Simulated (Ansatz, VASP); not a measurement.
## V: VASP beside Ansatz

```
CELL_PARAMETERS angstrom
-1.52438 1.52438 1.52438
1.52438 -1.52438 1.52438
1.52438 1.52438 -1.52438
ATOMIC_POSITIONS crystal
V 0.00000 0.00000 0.00000
```

Change from the starting cell: volume scaled by 1.02.

Alike in both runs: task single point; functional LDA; k mesh 12 × 12 × 12; occupations fermi-dirac, width 0.05 eV; collinear spin.

|  | VASP | Ansatz |
| --- | --- | --- |
| version | VASP 6.6.1 | Ansatz 0.2.0 |
| potentials or method | VASP PAW LDA potentials, release 64 (V_sv), cutoff 520 eV | all-electron LAPW, scalar-relativistic |

Ansatz gave:

| Item | Value |
| --- | --- |
| gap on the k mesh at the Fermi level (eV) | none |
| pressure (GPa) | -20.4 |
| net moment per atom (μB) | 0.00 |

Question: Estimate VASP's values.

Answer: gap on the k mesh at the Fermi level (eV): none; pressure (GPa): -20.0; net moment per atom (μB): 0.00.

LDA's correlation is that of Perdew and Zunger in VASP and of Perdew and Wang (1992) in Ansatz. A gap of «none» marks a metal or a gap that the smearing closes. Ansatz ran all-electron here, and VASP with PAW potentials.
